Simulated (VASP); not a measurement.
A run of VASP 6.6.1:

The input INCAR:

```
PREC = Accurate ; ENCUT = 520
EDIFF = 1E-6 ; ISMEAR = 0
SIGMA = 0.1 ; LREAL = False
LASPH = True ; NELM = 100
ALGO = Normal ; ISIF = 2
LWAVE = False ; LCHARG = False
GGA = PE ; NBANDS = 26
```

The input KPOINTS:

```
Automatic mesh
0
Gamma
  4 4 4
```

Contents of POSCAR:

```
GaAs
1.0
    4.1641325600      0.0000000000      0.0000000000
    0.0000000000      4.1641325600      0.0000000000
    0.0000000000      0.0000000000      5.8889727500
Ga As
2 2
Direct
    0.5000000000      0.5000000000      0.2500000000
    0.5000000000      0.5000000000      0.7500000000
    0.0000000000      0.5000000000      0.0000000000
    0.5000000000      0.0000000000      0.5000000000
```

Potentials or basis: VASP PAW PBE potentials, release 64 (Ga_d, As).

Launch:

```bash
$ cat potpaw_PBE.64/Ga_d/POTCAR potpaw_PBE.64/As/POTCAR > POTCAR
$ mpirun -np 1 vasp_std > vasp.out
```

Hardware: 1 thread of Intel(R) Xeon(R) Platinum 8375C CPU @ 2.90GHz (Ice Lake) (shared host).

Estimate the wall time of this run.

It took 45 s on 1 thread of Intel(R) Xeon(R) Platinum 8375C CPU @ 2.90GHz (Ice Lake), on a shared host, peak memory 0.22 GiB. Counts: scf iterations 13, k points 18.
